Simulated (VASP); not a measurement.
Input of a VASP 6.6.1 run:

File INCAR:

```
SYSTEM = Ru
ALGO = Normal
EDIFF = 1E-6
ENCUT = 520
GGA = PS
ISIF = 2
ISMEAR = 0
ISPIN = 2
LASPH = .True.
LCHARG = .False.
LMAXMIX = 4
LORBIT = 11
LREAL = .False.
LUSENCCL = .False.
LWAVE = .False.
MAGMOM = 1.5 1.5 1.5 1.5
NBANDS = 40
NELM = 150
PREC = Accurate
SIGMA = 0.05
```

The input KPOINTS:

```
k-points
0
Gamma
  1 1 14
  0 0 0
```

POSCAR

```
Ru
1.0
   11.5000000000      0.0000000000      0.0000000000
    0.0000000000      9.3000000000      0.0000000000
    0.0000000000      0.0000000000      4.7387842422
Ru
4
Direct
    0.3918320988      0.5000000000      0.0000000000
    0.3918320988      0.5000000000      0.5000000000
    0.6081679012      0.5000000000      0.0000000000
    0.6081679012      0.5000000000      0.5000000000
```

Potentials or basis: VASP PAW PBE potentials, release 64 (Ru_pv).

Run with:

```bash
$ cat potpaw_PBE.64/Ru_pv/POTCAR > POTCAR
$ mpirun -np 1 vasp_std > vasp.out
```

(1) What does it give for the site moments?

(2) Estimate the largest force.

(3) What does it give for the net moment?

Results:

(1) Ru +0.17 μB.

(2) 1.762 eV/Å.

(3) 0.83 μB per cell.

Caveat: a moment this small can come from the mesh or the smearing; the PAW data sets were made with another functional, which shifts forces and pressure a little.
